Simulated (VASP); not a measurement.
# SnO2 (Pnnm) in VASP: notebook

SnO2 is run at these levels: LDA, revPBE+D4; tasks: single point, relaxation of cell and atoms.

Program: VASP 6.6.1. These are calculated values, not measurements. Logs are shortened: lines on timing, memory, paths and dates and some standing lists are left out, and cuts for length are marked.

### 1 The cell of the first run

The structure is orthorhombic, space group Pnnm (No. 58). Conventional cell: a = 4.788 Å, b = 4.867 Å, c = 3.241 Å, α = 90.00°, β = 90.00°, γ = 90.00°. Within 2.8 Å of Sn (site symmetry 2/m) lie 6 O at 2.09 to 2.10 Å. Within 2.8 Å of O (site symmetry m) lie 3 Sn at 2.09 to 2.10 Å and 1 O at 2.65 Å.

### 2 Single point, LDA, non-collinear spin, zero start, spin-orbit coupling

Input file INCAR:

```
SYSTEM = SnO2
PREC = Accurate
ENCUT = 520
EDIFF = 1E-7
ISMEAR = -1
SIGMA = 0.05
LREAL = .FALSE.
LASPH = .TRUE.
NELM = 150
ALGO = Normal
ISIF = 2
LWAVE = .FALSE.
LCHARG = .FALSE.
LNONCOLLINEAR = .TRUE.
MAGMOM = 0 0 0 0 0 0 0 0 0 0 0 0 0 0 0 0 0 0
LORBIT = 11
LSORBIT = .TRUE.
GGA_COMPAT = .FALSE.
LORBMOM = .TRUE.
GGA = CA
NBANDS = 68
```

Input file KPOINTS:

```
regular mesh
0
G
  5 5 6
  0 0 0
```

Input file POSCAR:

```
SnO2
1.0
    4.7880040000      0.0000000000      0.0000000000
    0.0000000000      4.8665820000      0.0000000000
    0.0000000000      0.0000000000      3.2408980000
Sn O
2 4
Direct
    0.0000000000      0.0000000000      0.0000000000
    0.5000000000      0.5000000000      0.5000000000
    0.7081450000      0.6789580000      0.0000000000
    0.2081450000      0.8210420000      0.5000000000
    0.7918550000      0.1789580000      0.5000000000
    0.2918550000      0.3210420000      0.0000000000
```

Potentials or basis: VASP PAW LDA potentials, release 64 (Sn_d, O).

On the command line:

```bash
cat potpaw_LDA.64/Sn_d/POTCAR potpaw_LDA.64/O/POTCAR > POTCAR
mpirun -np 1 vasp_ncl > vasp.out
```

OUTCAR:

```text
SYSTEM = SnO2
   PREC = Accurate
   ENCUT = 520
   EDIFF = 1E-7
   ISMEAR = -1
   LREAL = .FALSE.
   LASPH = .TRUE.
   NELM = 150
   ISIF = 2
   LNONCOLLINEAR = .TRUE.
   LORBIT = 11
   LSORBIT = .TRUE.
   GGA = CA

 ion  position               nearest neighbor table
   1  0.000  0.000  0.000-   4 2.09   5 2.09   4 2.09   5 2.09   3 2.10   6 2.10
   2  0.500  0.500  0.500-   3 2.09   6 2.09   3 2.09   6 2.09   5 2.10   4 2.10
   3  0.708  0.679  0.000-   2 2.09   2 2.09   1 2.10
   4  0.208  0.821  0.500-   1 2.09   1 2.09   2 2.10
   5  0.792  0.179  0.500-   1 2.09   1 2.09   2 2.10
   6  0.292  0.321  0.000-   2 2.09   2 2.09   1 2.10

  LATTYP: Found a simple orthorhombic cell.
 ALAT       =     3.2408980000
 B/A-ratio  =     1.4773695439
 C/A-ratio  =     1.5016152930

  Lattice vectors:

 A1 = (   0.0000000000,   0.0000000000,   3.2408980000)
 A2 = (   4.7880040000,   0.0000000000,   0.0000000000)
 A3 = (   0.0000000000,   4.8665820000,   0.0000000000)

Analysis of symmetry for initial positions (statically):
=====================================================================
 Subroutine PRICEL returns:
 Original cell was already a primitive cell.

 Routine SETGRP: Setting up the symmetry group for a
 simple orthorhombic supercell.

 Subroutine GETGRP returns: Found  8 space group operations
 (whereof  4 operations were pure point group operations)
 out of a pool of  8 trial point group operations.

The static configuration has the point symmetry C_2h.
 The point group associated with its full space group is D_2h.

Analysis of symmetry for dynamics (positions and initial velocities):
=====================================================================
 Subroutine PRICEL returns:
 Original cell was already a primitive cell.

 Routine SETGRP: Setting up the symmetry group for a
 simple orthorhombic supercell.

 Subroutine GETGRP returns: Found  8 space group operations
 (whereof  4 operations were pure point group operations)
 out of a pool of  8 trial point group operations.

The dynamic configuration has the point symmetry C_2h.
 The point group associated with its full space group is D_2h.

Analysis of structural, dynamic, and magnetic symmetry:
=====================================================================
 Subroutine PRICEL returns:
 Original cell was already a primitive cell.

 Routine SETGRP: Setting up the symmetry group for a
 simple orthorhombic supercell.

 Subroutine GETGRP returns: Found  8 space group operations
 (whereof  4 operations were pure point group operations)
 out of a pool of  8 trial point group operations.

[... 1821 lines left out ...]
  1         0.000   0.000   0.000
  2         0.000   0.000   0.000
  3         0.000   0.000   0.000
  4         0.000   0.000   0.000
  5         0.000   0.000   0.000
  6         0.000   0.000   0.000
 ----------------------------------------
            0.000   0.000   0.000

 orbital moment (y)

 # of ion     p       d       tot
 ----------------------------------------
  1         0.000   0.000   0.000
  2         0.000   0.000   0.000
  3         0.000   0.000   0.000
  4         0.000   0.000   0.000
  5         0.000   0.000   0.000
  6         0.000   0.000   0.000
 ----------------------------------------
            0.000   0.000   0.000

 orbital moment (z)

 # of ion     p       d       tot
 ----------------------------------------
  1         0.000   0.000   0.000
  2        -0.000  -0.000  -0.000
  3        -0.000   0.000  -0.000
  4         0.000   0.000   0.000
  5         0.000   0.000   0.000
  6        -0.000   0.000  -0.000
 ----------------------------------------
            0.000  -0.000   0.000

 Spin-Orbit-Coupling matrix elements

 Ion:    1  E_soc:     -0.0767420
 l=   1
     0.0000000    -0.0068756    -0.0067834
    -0.0068756     0.0000000    -0.0068915
    -0.0067834    -0.0068915     0.0000000
 l=   2
     0.0000000    -0.0011681     0.0000000    -0.0011604    -0.0047729
    -0.0011681     0.0000000    -0.0035734    -0.0011791    -0.0012005
     0.0000000    -0.0035734     0.0000000    -0.0035611     0.0000000
    -0.0011604    -0.0011791    -0.0035611     0.0000000    -0.0012051
    -0.0047729    -0.0012005     0.0000000    -0.0012051     0.0000000
 l=   3
     0.0000000     0.0000000     0.0000000     0.0000000     0.0000000     0.0000000     0.0000000
     0.0000000     0.0000000     0.0000000     0.0000000     0.0000000     0.0000000     0.0000000
     0.0000000     0.0000000     0.0000000     0.0000000     0.0000000     0.0000000     0.0000000
     0.0000000     0.0000000     0.0000000     0.0000000     0.0000000     0.0000000     0.0000000
[... 89 lines left out ...]
 l=   2
     0.0000000     0.0000000     0.0000000     0.0000000     0.0000000
     0.0000000     0.0000000     0.0000000     0.0000000     0.0000000
     0.0000000     0.0000000     0.0000000     0.0000000     0.0000000
     0.0000000     0.0000000     0.0000000     0.0000000     0.0000000
     0.0000000     0.0000000     0.0000000     0.0000000     0.0000000
 l=   3
     0.0000000     0.0000000     0.0000000     0.0000000     0.0000000     0.0000000     0.0000000
     0.0000000     0.0000000     0.0000000     0.0000000     0.0000000     0.0000000     0.0000000
     0.0000000     0.0000000     0.0000000     0.0000000     0.0000000     0.0000000     0.0000000
     0.0000000     0.0000000     0.0000000     0.0000000     0.0000000     0.0000000     0.0000000
     0.0000000     0.0000000     0.0000000     0.0000000     0.0000000     0.0000000     0.0000000
     0.0000000     0.0000000     0.0000000     0.0000000     0.0000000     0.0000000     0.0000000
     0.0000000     0.0000000     0.0000000     0.0000000     0.0000000     0.0000000     0.0000000

 total charge

# of ion       s       p       d       tot
------------------------------------------
    1        0.895   1.047  10.327  12.270
    2        0.895   1.047  10.327  12.270
    3        1.550   3.451   0.000   5.001
    4        1.550   3.451   0.000   5.001
    5        1.550   3.451   0.000   5.001
    6        1.550   3.451   0.000   5.001
--------------------------------------------------
tot          7.989  15.899  20.654  44.542

 magnetization (x)

# of ion       s       p       d       tot
------------------------------------------
    1        0.000   0.000   0.000   0.000
    2        0.000   0.000   0.000   0.000
    3        0.000   0.000   0.000   0.000
    4        0.000   0.000   0.000   0.000
    5        0.000   0.000   0.000   0.000
    6        0.000   0.000   0.000   0.000
--------------------------------------------------
tot          0.000   0.000   0.000   0.000

 magnetization (y)

# of ion       s       p       d       tot
------------------------------------------
    1        0.000   0.000   0.000   0.000
    2        0.000   0.000   0.000   0.000
    3        0.000   0.000   0.000   0.000
    4        0.000   0.000   0.000   0.000
    5        0.000   0.000   0.000   0.000
    6        0.000   0.000   0.000   0.000
--------------------------------------------------
tot          0.000   0.000   0.000   0.000

 magnetization (z)

# of ion       s       p       d       tot
------------------------------------------
    1        0.000   0.000   0.000   0.000
    2       -0.000  -0.000  -0.000  -0.000
    3       -0.000  -0.000   0.000  -0.000
    4        0.000   0.000   0.000   0.000
    5        0.000   0.000   0.000   0.000
    6       -0.000  -0.000   0.000  -0.000
--------------------------------------------------
tot         -0.000   0.000   0.000  -0.000
```

OSZICAR:

```text
N       E                     dE             d eps       ncg     rms          rms(c)
DAV:   1     0.772060332047E+03    0.77206E+03   -0.23698E+04  5688   0.238E+03
DAV:   2     0.119302831182E+03   -0.65276E+03   -0.61067E+03  5080   0.724E+02
DAV:   3    -0.344595796385E+02   -0.15376E+03   -0.14911E+03  5284   0.262E+02
DAV:   4    -0.477976218005E+02   -0.13338E+02   -0.13166E+02  6152   0.850E+01
DAV:   5    -0.481885437863E+02   -0.39092E+00   -0.38956E+00  5976   0.152E+01    0.152E+01
DAV:   6    -0.422474495596E+02    0.59411E+01   -0.17382E+01  7904   0.693E+01    0.597E+00
DAV:   7    -0.423068778770E+02   -0.59428E-01   -0.23792E+00  5660   0.910E+00    0.318E+00
DAV:   8    -0.422298350106E+02    0.77043E-01   -0.31967E-01  7208   0.461E+00    0.900E-01
DAV:   9    -0.422107326022E+02    0.19102E-01   -0.42797E-02  7624   0.312E+00    0.335E-01
DAV:  10    -0.422112878402E+02   -0.55524E-03   -0.64069E-03  5896   0.539E-01    0.114E-01
DAV:  11    -0.422112240866E+02    0.63754E-04   -0.11103E-03  6764   0.456E-01    0.386E-02
DAV:  12    -0.422111987561E+02    0.25331E-04   -0.12427E-04  7584   0.157E-01    0.558E-03
DAV:  13    -0.422111993289E+02   -0.57278E-06   -0.16540E-05  7320   0.401E-02    0.362E-03
DAV:  14    -0.422111993779E+02   -0.49035E-07   -0.15592E-06  6840   0.106E-02    0.219E-03
DAV:  15    -0.422111993630E+02    0.14943E-07   -0.45353E-08  3536   0.218E-03
   1 F= -.42211199E+02 E0= -.42211192E+02  d E =-.137565E-04  mag=    -0.0000     0.0000     0.0000
```

Run time: 4.2 min. Hardware: 1 thread of Intel Xeon 6975P-C (Granite Rapids), shared host; peak memory 0.4 GiB.

What came out:

| Item | Value |
| --- | --- |
| Free energy | -42.2112 eV |
| Pressure | -10.4 GPa |
| Largest force | 0.152 eV/Å |
| Net moment | 0.00 μB per cell |
| Valence electrons inside the program's atomic spheres | Sn 12.27; O 5.00 |

Forces in eV/Å, atoms in the order of the input:
```
Sn   0.000  0.000  0.000
Sn   0.000  0.000  0.000
O   -0.152  0.003  0.000
O   -0.152 -0.003  0.000
O    0.152  0.003  0.000
O    0.152 -0.003  0.000
```

Moments on the atoms (μB; x, y, z):
```
Sn  0.00 0.00 0.00
Sn  0.00 0.00 0.00
O   0.00 0.00 0.00
O   0.00 0.00 0.00
O   0.00 0.00 0.00
O   0.00 0.00 0.00
```

Caveat: the cell stands under tension.

### 3 Relaxation of cell and atoms, revPBE+D4

Input file INCAR:

```
SYSTEM = SnO2
PREC     = Accurate       ! precision mode
ENCUT    = 600            ! plane-wave cutoff, eV
EDIFF    = 1E-7           ! SCF threshold, eV
ISMEAR   = -1             ! smearing method
SIGMA    = 0.05           ! smearing width, eV
LREAL    = .False.        ! projectors in reciprocal space
LASPH    = .True.         ! aspherical terms in the spheres
NELM     = 100            ! most SCF steps
ALGO     = Normal         ! electronic algorithm
ISIF     = 3              ! what is computed and relaxed
LWAVE    = .False.        ! write WAVECAR
LCHARG   = .False.        ! write CHGCAR
GGA      = RE             ! functional
IVDW     = 13             ! dispersion correction
IBRION   = 2              ! ionic algorithm
NSW      = 60             ! ionic steps
EDIFFG   = -0.01          ! ionic threshold
```

Input file KPOINTS:

```
regular mesh
0
Gamma
  6 6 8
  0 0 0
```

POSCAR is that of step 2.

Potentials or basis: VASP PAW PBE potentials, release 64 (Sn_d, O).

On the command line:

```bash
cat potpaw_PBE.64/Sn_d/POTCAR potpaw_PBE.64/O/POTCAR > POTCAR
mpirun -np 1 vasp_std > vasp.out
```

Run time: 1.5 h. Hardware: 1 thread of Intel Xeon 8259CL, shared host; peak memory 0.32 GiB.

Results (log left out):

```
Free energy                           : -38.1144 eV
Relaxed volume                        : 12.31 Å³/atom
Relaxed cell                          : a = 4.778 Å, b = 4.783 Å, c = 3.233 Å, α = 90.00°, β = 90.00°, γ = 90.00°
Space group after relaxing (to 0.1 Å) : P4_2/mnm (No. 136)
Energy gained by relaxing             : 4.9 meV/atom
Ionic steps                           : 23
Pressure after relaxing               : 0.0 GPa
Largest force after relaxing          : 0.009 eV/Å
Band gap on the k mesh                : 0.92 eV
Dispersion energy per atom            : -0.485 eV
```

Forces in eV/Å, atoms in the order of the input:
```
Sn   0.000  0.000  0.000
Sn   0.000  0.000  0.000
O    0.007  0.006  0.000
O    0.007 -0.006  0.000
O   -0.007  0.006  0.000
O   -0.007 -0.006  0.000
```

Step by step:
```
step  energy change (eV)  largest force (eV/Å)  pressure (GPa)  volume (Å³)
   1              0.0000                0.0657           -3.94        75.52
   2              0.0001                0.1575            4.50        72.18
   3             -0.0217                0.1030            0.08        73.82
   4             -0.0240                0.0336            0.04        73.72
   5             -0.0240                0.0398            0.04        73.71
   6             -0.0243                0.0333           -0.02        73.73
   7             -0.0245                0.0379           -0.17        73.79
   8             -0.0247                0.0392           -0.11        73.77
   9             -0.0250                0.0451            0.08        73.71
  10             -0.0253                0.0608            0.45        73.58
  11             -0.0255                0.0575            0.43        73.60
  12             -0.0260                0.0479            0.35        73.63
  13             -0.0268                0.0293            0.20        73.71
  14             -0.0279                0.0190           -0.14        73.86
  15             -0.0274                0.0944           -0.84        74.17
  16             -0.0281                0.0440           -0.39        73.97
  17             -0.0285                0.0393           -0.22        73.93
  18             -0.0289                0.0282            0.16        73.82
  19             -0.0291                0.0151            0.09        73.85
  20             -0.0294                0.0233           -0.13        73.96
  21             -0.0294                0.0182           -0.10        73.95
  22             -0.0295                0.0130           -0.03        73.91
  23             -0.0295                0.0093            0.01        73.88
```

Final structure:
```
CELL_PARAMETERS angstrom
4.77781 0.00000 0.00000
0.00000 4.78293 0.00000
0.00000 0.00000 3.23298
ATOMIC_POSITIONS crystal
Sn 0.00000 0.00000 0.00000
Sn 0.50000 0.50000 0.50000
O 0.69426 0.69387 0.00000
O 0.19426 0.80613 0.50000
O 0.80574 0.19387 0.50000
O 0.30574 0.30613 0.00000
```

Levels at points of the mesh, in eV from the valence-band top:
```csv
k point,band 22,band 23,band 24,band 25,band 26,band 27,band 28,band 29,band 30,band 31
"(0.00, 0.00, 0.00)",-1.26,-1.26,-0.75,-0.74,0.00,0.92,5.92,6.21,6.22,10.26
"(0.50, 0.00, 0.00)",-1.91,-1.21,-1.21,-0.60,-0.60,4.15,4.15,6.98,6.98,10.78
"(0.00, 0.50, 0.00)",-1.92,-1.21,-1.21,-0.60,-0.60,4.15,4.15,6.99,6.99,10.78
"(0.50, 0.50, 0.00)",-1.91,-1.33,-1.33,-0.86,-0.86,4.55,4.55,7.37,7.37,10.84
"(0.00, 0.00, 0.50)",-2.59,-1.56,-1.56,-1.20,-1.20,5.86,5.86,9.65,9.65,10.49
"(0.50, 0.00, 0.50)",-1.68,-1.03,-1.03,-0.71,-0.71,6.14,6.14,7.91,7.91,10.79
"(0.00, 0.50, 0.50)",-1.68,-1.04,-1.04,-0.71,-0.71,6.14,6.14,7.91,7.91,10.80
"(0.50, 0.50, 0.50)",-2.36,-0.92,-0.92,-0.79,-0.79,4.59,4.59,8.89,8.89,10.80
```

Caveat: the PAW data sets were made with another functional, which shifts forces and pressure a little; spin-orbit coupling is left out, which moves the levels of the heavy elements.
